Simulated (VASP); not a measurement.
# CuO (P4/mmm) in VASP: further runs

The runs below take CuO through single point, with PBE.

Everything below comes from runs of VASP 6.6.1. Logs are shortened: lines on timing, memory, paths and dates and some standing lists are left out, and cuts for length are marked.

## (1) The cell of the first run

Symmetry: P4/mmm, No. 123, tetragonal system. The conventional cell has a = 4.042 Å, b = 4.042 Å, c = 3.880 Å, α = 90.00°, β = 90.00°, γ = 90.00°. Cu (site symmetry mmm) has 4 O at 1.94 to 2.02 Å within 2.6 Å. Within 2.6 Å of Cu (site symmetry 4/mmm) lie 6 O at 1.94 to 2.02 Å. O (site symmetry 4/mmm) has 6 Cu at 1.94 to 2.02 Å within 2.6 Å. Within 2.6 Å of O (site symmetry mmm) lie 4 Cu at 1.94 to 2.02 Å.

## (2) Single point, PBE

INCAR

```
SYSTEM = CuO
ALGO = Normal
EDIFF = 1E-6
ENCUT = 520
GGA = PE
ISIF = 2
ISMEAR = -1
LASPH = .True.
LCHARG = .True.
LELF = .True.
LREAL = .False.
LVHAR = .True.
LWAVE = .False.
NBANDS = 34
NELM = 80
PREC = Accurate
SIGMA = 0.05
```

KPOINTS

```
k-points
0
Gamma
  7 7 7
  0 0 0
```

POSCAR

```
CuO
1.0
    4.0420476430      0.0000000000      0.0000000000
    0.0000000000      4.0420476430      0.0000000000
    0.0000000000      0.0000000000      3.8800036610
Cu O
3 3
Direct
    0.5000000000      0.0000000000      0.5000000000
    0.0000000000      0.5000000000      0.5000000000
    0.0000000000      0.0000000000      0.0000000000
    0.0000000000      0.0000000000      0.5000000000
    0.5000000000      0.0000000000      0.0000000000
    0.0000000000      0.5000000000      0.0000000000
```

Potentials or basis: VASP PAW PBE potentials, release 64 (Cu, O).

The run is started by

```console
$ cat potpaw_PBE.64/Cu/POTCAR potpaw_PBE.64/O/POTCAR > POTCAR
$ mpirun -np 1 vasp_std > vasp.out
```

OUTCAR:

```text
SYSTEM = CuO
   EDIFF = 1E-6
   ENCUT = 520
   GGA = PE
   ISIF = 2
   ISMEAR = -1
   LASPH = .True.
   LREAL = .False.
   NELM = 80
   PREC = Accurate

 ion  position               nearest neighbor table
   1  0.500  0.000  0.500-   5 1.94   5 1.94   4 2.02   4 2.02
   2  0.000  0.500  0.500-   6 1.94   6 1.94   4 2.02   4 2.02
   3  0.000  0.000  0.000-   4 1.94   4 1.94   6 2.02   5 2.02   6 2.02   5 2.02
   4  0.000  0.000  0.500-   3 1.94   3 1.94   1 2.02   2 2.02   2 2.02   1 2.02
   5  0.500  0.000  0.000-   1 1.94   1 1.94   3 2.02   3 2.02
   6  0.000  0.500  0.000-   2 1.94   2 1.94   3 2.02   3 2.02

  LATTYP: Found a simple tetragonal cell.
 ALAT       =     4.0420476430
 C/A-ratio  =     0.9599104226

  Lattice vectors:

 A1 = (   4.0420476430,   0.0000000000,   0.0000000000)
 A2 = (   0.0000000000,   4.0420476430,   0.0000000000)
 A3 = (   0.0000000000,   0.0000000000,   3.8800036610)

Analysis of symmetry for initial positions (statically):
=====================================================================
 Subroutine PRICEL returns:
 Original cell was already a primitive cell.

 Routine SETGRP: Setting up the symmetry group for a
 simple tetragonal supercell.

 Subroutine GETGRP returns: Found 16 space group operations
 (whereof 16 operations were pure point group operations)
 out of a pool of 16 trial point group operations.

The static configuration has the point symmetry D_4h.

Analysis of symmetry for dynamics (positions and initial velocities):
=====================================================================
 Subroutine PRICEL returns:
 Original cell was already a primitive cell.

 Routine SETGRP: Setting up the symmetry group for a
 simple tetragonal supercell.

 Subroutine GETGRP returns: Found 16 space group operations
 (whereof 16 operations were pure point group operations)
 out of a pool of 16 trial point group operations.

The dynamic configuration has the point symmetry D_4h.

 Subroutine INISYM returns: Found 16 space group operations
 (whereof 16 operations are pure point group operations),
 and found     1 'primitive' translations

----------------------------------------------------------------------------------------

                                     Primitive cell

  volume of cell :      63.3921

  direct lattice vectors                    reciprocal lattice vectors
     4.042047643  0.000000000  0.000000000     0.247399360  0.000000000  0.000000000
     0.000000000  4.042047643  0.000000000     0.000000000  0.247399360  0.000000000
     0.000000000  0.000000000  3.880003661     0.000000000  0.000000000  0.257731716

  length of vectors
     4.042047643  4.042047643  3.880003661     0.247399360  0.247399360  0.257731716

  position of ions in fractional coordinates (direct lattice)
     0.500000000  0.000000000  0.500000000
     0.000000000  0.500000000  0.500000000
     0.000000000  0.000000000  0.000000000
     0.000000000  0.000000000  0.500000000
     0.500000000  0.000000000  0.000000000
     0.000000000  0.500000000  0.000000000

  ion indices of the primitive-cell ions
   primitive index   ion index
                 1           1
                 2           2
                 3           3
                 4           4
                 5           5
                 6           6

----------------------------------------------------------------------------------------

 KPOINTS: k-points

Automatic generation of k-mesh.
 Grid dimensions read from file:
 generate k-points for:    7    7    7

 Generating k-lattice:

  Cartesian coordinates                     Fractional coordinates (reciprocal lattice)
     0.035342766  0.000000000  0.000000000     0.142857143  0.000000000  0.000000000
     0.000000000  0.035342766  0.000000000     0.000000000  0.142857143  0.000000000
     0.000000000  0.000000000  0.036818817     0.000000000  0.000000000  0.142857143

  Length of vectors
     0.035342766  0.035342766  0.036818817

  Shift w.r.t. Gamma in fractional coordinates (k-lattice)
     0.000000000  0.000000000  0.000000000

 Subroutine IBZKPT returns following result:
 ===========================================

 Found     40 irreducible k-points:

 Following reciprocal coordinates:
            Coordinates               Weight
  0.000000  0.000000  0.000000      1.000000
  0.142857  0.000000  0.000000      4.000000
  0.285714  0.000000  0.000000      4.000000
  0.428571  0.000000  0.000000      4.000000
  0.142857  0.142857  0.000000      4.000000
  0.285714  0.142857  0.000000      8.000000
[... 16 lines left out ...]
  0.285714  0.000000  0.285714      8.000000
  0.428571  0.000000  0.285714      8.000000
 [... further k-points ...]
   k-points           NKPTS =     40   k-points in BZ     NKDIM =     40   number of bands    NBANDS=     34
   number of dos      NEDOS =    301   number of ions     NIONS =      6
   total plane-waves  NPLWV =  27000
   dimension x,y,z NGX =    30 NGY =   30 NGZ =   30
[... 29 lines left out ...]
   ISMEAR =    -1;   SIGMA  =   0.05  broadening in eV -4-tet -1-fermi 0-gaus
   EFERMI_NEDOS =   21; number of points for ismear=-14 and -15
   IALGO  =     38    algorithm
   IMIX   =      4    mixing-type and parameters
     AMIX     =   0.40;   BMIX     =  1.00
     AMIX_MAG =   1.60;   BMIX_MAG =  1.00
  volume/ion in A,a.u.               =      10.57        71.30
  Fermi-wavevector in a.u.,A,eV,Ry     =   1.522603  2.877302 31.542639  2.318319
  Thomas-Fermi vector in A             =   2.631159
   LORBIT       =      0    0 simple, 1 ext, 2 COOP (PROOUT), +10 PAW based schemes
   GGA     = PE    functional components
   LHFCALC =     F    Hartree Fock is set to
   AEXX    =    0.0000 exact exchange contribution
   IVDW    =     0    specifies the selected vdW correction
   LEPSILON=     F    determine dielectric tensor
   LRPA    =     F    only Hartree local field effects (RPA)
 non-spin polarized calculation
  energy-cutoff  :      520.00
  volume of cell :       63.39
 maximum number of plane-waves:      1727
 NGX is ok and might be reduce to    30
   NGX = 15   NGY = 15   NGZ = 15

 number of electron      50.9999986 magnetization

 Free energy of the ion-electron system (eV)
  ---------------------------------------------------
  ext. energy  EPLUGINS =         0.00000000
  ---------------------------------------------------
  free energy    TOTEN  =       -27.80233466 eV

  energy without entropy =      -27.77616274  energy(sigma->0) =      -27.78924870

 E-fermi :   4.8293     XC(G=0): -11.5238

 val. band max:        4.8076645598   @ k =   0.4286   0.2857   0.2857
 cond. band min:       4.8980957166   @ k =   0.4286   0.4286   0.4286
 fundamental gap:      0.0904311568
 Fermi energy:         4.8292576429

 k-point     1 :       0.0000    0.0000    0.0000
  band No.  band energies     occupation
      1     -15.4502      2.00000
      2     -13.2353      2.00000
      3     -12.6887      2.00000
      4      -1.4983      2.00000
      5      -1.3152      2.00000
      6      -1.3152      2.00000
[... 26 lines left out ...]
     33      16.2472      0.00000
     34      16.5616      0.00000

 k-point     2 :       0.1429    0.0000    0.0000
  band No.  band energies     occupation
      1     -15.4072      2.00000
      2     -13.2121      2.00000
      3     -12.7199      2.00000
      4      -1.5012      2.00000
      5      -1.4751      2.00000
      6      -1.3229      2.00000
[... 26 lines left out ...]
     33      16.5506      0.00000
     34      16.8449      0.00000

 k-point     3 :       0.2857    0.0000    0.0000
  band No.  band energies     occupation
      1     -15.3060      2.00000
      2     -13.1477      2.00000
      3     -12.8072      2.00000
      4      -1.8276      2.00000
      5      -1.4147      2.00000
      6      -1.3405      2.00000
[... 26 lines left out ...]
     33      16.5198      0.00000
     34      17.9309      0.00000
[... 704 lines left out ...]
 k-point    23 :       0.2857    0.0000    0.2857
  band No.  band energies     occupation
      1     -15.0988      2.00000
      2     -13.1443      2.00000
      3     -12.6737      2.00000
      4      -2.4553      2.00000
      5      -1.9479      2.00000
      6      -1.2832      2.00000
[... 26 lines left out ...]
     33      15.6323      0.00000
     34      17.9780      0.00000

 k-point    24 :       0.4286    0.0000    0.2857
  band No.  band energies     occupation
      1     -15.0320      2.00000
      2     -12.9914      2.00000
      3     -12.8111      2.00000
      4      -2.5975      2.00000
      5      -2.3568      2.00000
      6      -1.3218      2.00000
[... 26 lines left out ...]
     33      16.3197      0.00000
     34      17.5749      0.00000

 [... further k-points ...]

------------------------ aborting loop because EDIFF is reached ----------------------------------------

  FORCE on cell =-STRESS in cart. coord.  units (eV):
  Direction    XX          YY          ZZ          XY          YZ          ZX
  --------------------------------------------------------------------------------------
  -------------------------------------------------------------------------------------
  Total        4.1176533      4.1176533      4.4095481      0.0000000      0.0000000      0.0000000
  in kB      104.0699549    104.0699549    111.4473319      0.0000000      0.0000000      0.0000000
  external PRESSURE =     106.5290806 kB  Pullay stress =       0.0000000 kB

 VOLUME and BASIS-vectors are now :
 -----------------------------------------------------------------------------
  energy-cutoff  :      520.00
  volume of cell :       63.39
      direct lattice vectors                 reciprocal lattice vectors
     4.042047643  0.000000000  0.000000000     0.247399360  0.000000000  0.000000000
     0.000000000  4.042047643  0.000000000     0.000000000  0.247399360  0.000000000
     0.000000000  0.000000000  3.880003661     0.000000000  0.000000000  0.257731716

 POSITION                                       TOTAL-FORCE (eV/Angst)
 -----------------------------------------------------------------------------------
      2.02102      0.00000      1.94000         0.000000      0.000000      0.000000
      0.00000      2.02102      1.94000         0.000000      0.000000      0.000000
      0.00000      0.00000      0.00000         0.000000      0.000000      0.000000
      0.00000      0.00000      1.94000         0.000000      0.000000      0.000000
      2.02102      0.00000      0.00000         0.000000      0.000000      0.000000
      0.00000      2.02102      0.00000         0.000000      0.000000      0.000000
 -----------------------------------------------------------------------------------
    total drift:                                0.000000      0.000000     -0.000000

  FREE ENERGIE OF THE ION-ELECTRON SYSTEM (eV)
  ---------------------------------------------------
  free  energy   TOTEN  =       -27.8023346599 eV

  energy  without entropy=      -27.7761627358  energy(sigma->0) =      -27.78924870
```

Run time: 3.6 min. Hardware: 1 thread of Intel Xeon 8259CL, shared host; peak memory 0.21 GiB.

What came out:

| Property | Result |
| --- | --- |
| Free energy | -27.8023 eV |
| Pressure | 10.7 GPa |
| Band gap on the k mesh | zero (an odd number of electrons rules out a gap without spin polarisation) |

Levels at points of the mesh, in eV from the Fermi level:
```csv
k point,band 23,band 24,band 25,band 26,band 27,band 28,band 29,band 30
"(0.00, 0.00, 0.00)",-1.63,-1.55,-1.50,-1.50,-1.41,1.36,6.49,8.03
```

Caveat: the cell stands under pressure; an odd number of electrons without spin polarisation forces a metal; a magnetic or distorted state may lie lower; semilocal functionals often make such compounds metallic where correlation or magnetic order opens a gap, which also shifts bond lengths. With open d or f shells a metallic result of PBE can be an artefact of self-interaction; +U or a hybrid may open a gap.

## (3) Single point, PBE

This run uses another cell than the first one, of 10.95 Å³/atom.

INCAR

```
SYSTEM = CuO
ALGO = Normal
EDIFF = 1E-7
ENCUT = 520
GGA = PE
ISIF = 2
ISMEAR = -1
LASPH = .TRUE.
LCHARG = .TRUE.
LELF = .TRUE.
LREAL = .FALSE.
LVHAR = .TRUE.
LWAVE = .FALSE.
NBANDS = 34
NELM = 80
PREC = Accurate
SIGMA = 0.05
```

KPOINTS

```
k-points
0
G
  7 7 7
  0 0 0
```

POSCAR, as its differences from that of step 2:

```diff
@@ -2,5 +2,5 @@
 1.0
-    4.0420476430      0.0000000000      0.0000000000
-    0.0000000000      4.0420476430      0.0000000000
-    0.0000000000      0.0000000000      3.8800036610
+    4.1148998399      0.0000000000      0.0000000000
+    0.0000000000      4.1148998399      0.0000000000
+    0.0000000000      0.0000000000      3.8785116236
 Cu O
```

Potentials or basis: VASP PAW PBE potentials, release 64 (Cu, O).

The run is started by

```console
$ cat potpaw_PBE.64/Cu/POTCAR potpaw_PBE.64/O/POTCAR > POTCAR
$ mpirun -np 1 vasp_std > vasp.out
```

Wall time 3.1 min (1 thread of Intel Xeon 8259CL, shared host); peak memory 0.22 GiB.

It converged, with:

| Item | Value |
| --- | --- |
| Free energy | -27.9162 eV |
| Pressure | 5.6 GPa |
| Band gap on the k mesh | zero (an odd number of electrons rules out a gap without spin polarisation) |

Stress tensor (GPa, compression positive):
```
5.34 0.00 0.00
0.00 5.34 0.00
0.00 0.00 6.18
```

Levels at points of the mesh, in eV from the Fermi level:
```
           k point  band 24  band 25  band 26  band 27  band 28  band 29
(0.00, 0.00, 0.00)    -1.51    -1.48    -1.48    -1.40     1.34     6.27
```

Caveat: the cell stands under pressure; an odd number of electrons without spin polarisation forces a metal; a magnetic or distorted state may lie lower; semilocal functionals often make such compounds metallic where correlation or magnetic order opens a gap, which also shifts bond lengths.

## (4) Single point, PBE

This run uses another cell than the first one, of 11.24 Å³/atom.

INCAR

```
SYSTEM = CuO
ALGO     = Normal         ! electronic algorithm
EDIFF    = 1E-6           ! SCF threshold, eV
ENCUT    = 520            ! plane-wave cutoff, eV
GGA      = PE             ! functional
ISIF     = 2              ! what is computed and relaxed
ISMEAR   = -1             ! smearing method
LASPH    = .True.         ! aspherical terms in the spheres
LCHARG   = .False.        ! write CHGCAR
LREAL    = .False.        ! projectors in reciprocal space
LWAVE    = .False.        ! write WAVECAR
NBANDS   = 34             ! bands
NELM     = 100            ! most SCF steps
PREC     = Accurate       ! precision mode
SIGMA    = 0.05           ! smearing width, eV
```

KPOINTS

```
k-points
0
Gamma
  7 7 7
  0 0 0
```

POSCAR, as its differences from that of step 3:

```diff
@@ -2,5 +2,5 @@
 1.0
-    4.1148998399      0.0000000000      0.0000000000
-    0.0000000000      4.1148998399      0.0000000000
-    0.0000000000      0.0000000000      3.8785116236
+    4.1723203145      0.0000000000      0.0000000000
+    0.0000000000      4.1723203145      0.0000000000
+    0.0000000000      0.0000000000      3.8724061044
 Cu O
```

The run is started by

```console
$ cat potpaw_PBE.64/Cu/POTCAR potpaw_PBE.64/O/POTCAR > POTCAR
$ mpirun -np 1 vasp_std > vasp.out
```

It took 3.6 min on 1 thread of Intel Xeon 8259CL, shared host; peak memory 0.22 GiB.

Results (log left out):

| Item | Value |
| --- | --- |
| Free energy | -27.9589 eV |
| Pressure | 2.6 GPa |
| Band gap on the k mesh | zero (an odd number of electrons rules out a gap without spin polarisation) |

Stress tensor (GPa, compression positive):
```
2.31 0.00 0.00
0.00 2.31 0.00
0.00 0.00 3.17
```

Levels at points of the mesh, in eV from the Fermi level:
```csv
k point,band 22,band 23,band 24,band 25,band 26,band 27,band 28,band 29,band 30,band 31
"(0.00, 0.00, 0.00)",-1.77,-1.55,-1.48,-1.47,-1.47,-1.39,1.34,6.12,7.56,8.80
```

Caveat: an odd number of electrons without spin polarisation forces a metal; a magnetic or distorted state may lie lower; semilocal functionals often make such compounds metallic where correlation or magnetic order opens a gap, which also shifts bond lengths.

## (5) Single point, PBE

This run uses another cell than the first one, of 11.48 Å³/atom.

INCAR

```
SYSTEM = CuO
PREC     = Accurate       ! precision mode
ENCUT    = 520            ! plane-wave cutoff, eV
EDIFF    = 1E-6           ! SCF threshold, eV
ISMEAR   = -1             ! smearing method
SIGMA    = 0.05           ! smearing width, eV
LREAL    = .False.        ! projectors in reciprocal space
LASPH    = .True.         ! aspherical terms in the spheres
NELM     = 80             ! most SCF steps
ALGO     = Normal         ! electronic algorithm
ISIF     = 2              ! what is computed and relaxed
LWAVE    = .False.        ! write WAVECAR
LCHARG   = .False.        ! write CHGCAR
GGA      = PE             ! functional
NBANDS   = 34             ! bands
```

KPOINTS

```
regular mesh
0
Gamma
  7 7 7
  0 0 0
```

POSCAR, as its differences from that of step 4:

```diff
@@ -2,5 +2,5 @@
 1.0
-    4.1723203145      0.0000000000      0.0000000000
-    0.0000000000      4.1723203145      0.0000000000
-    0.0000000000      0.0000000000      3.8724061044
+    4.2231447272      0.0000000000      0.0000000000
+    0.0000000000      4.2231447272      0.0000000000
+    0.0000000000      0.0000000000      3.8619828857
 Cu O
```

The run is started by

```console
$ cat potpaw_PBE.64/Cu/POTCAR potpaw_PBE.64/O/POTCAR > POTCAR
$ mpirun -np 1 vasp_std > vasp.out
```

It took 2.9 min on 1 thread of Intel Xeon 8259CL, shared host; peak memory 0.22 GiB.

It converged, with:

| Property | Result |
| --- | --- |
| Free energy | -27.9709 eV |
| Pressure | 0.6 GPa |
| Band gap on the k mesh | zero (an odd number of electrons rules out a gap without spin polarisation) |

Stress tensor (GPa, compression positive):
```
0.23 0.00 0.00
0.00 0.23 0.00
0.00 0.00 1.22
```

Levels at points of the mesh, in eV from the Fermi level:
```tsv
k point	band 22	band 23	band 24	band 25	band 26	band 27	band 28	band 29	band 30	band 31
(0.00, 0.00, 0.00)	-1.75	-1.53	-1.48	-1.48	-1.46	-1.39	1.35	6.02	7.42	8.71
```

Caveat: an odd number of electrons without spin polarisation forces a metal; a magnetic or distorted state may lie lower; semilocal functionals often make such compounds metallic where correlation or magnetic order opens a gap, which also shifts bond lengths. With open d or f shells a metallic result of PBE can be an artefact of self-interaction; +U or a hybrid may open a gap.

## (6) Overview

| cell | gap on the mesh (eV) | pressure (GPa) |
| --- | --- | --- |
| a = 4.042, b = 4.042, c = 3.880 Å, 6 atoms | none | 10.7 |
| a = 4.115, b = 4.115, c = 3.879 Å, 6 atoms | none | 5.6 |
| a = 4.172, b = 4.172, c = 3.872 Å, 6 atoms | none | 2.6 |
| a = 4.223, b = 4.223, c = 3.862 Å, 6 atoms | none | 0.6 |

Alike in all rows: task single point; level PBE; potentials or basis VASP PAW PBE potentials, release 64 (Cu, O); no spin polarisation; k mesh 7 × 7 × 7; cutoff (eV) 520; smearing fermi-dirac 0.05 eV.

Caveats: an odd number of electrons without spin polarisation forces a metal; a magnetic or distorted state may lie lower; semilocal functionals often make such compounds metallic where correlation or magnetic order opens a gap, which also shifts bond lengths; the cell stands under pressure (at least some runs).

Absolute energies hang on the potentials; compare differences alone.

The gap in the log of VASP goes by the Fermi energy; the results here count the filled bands.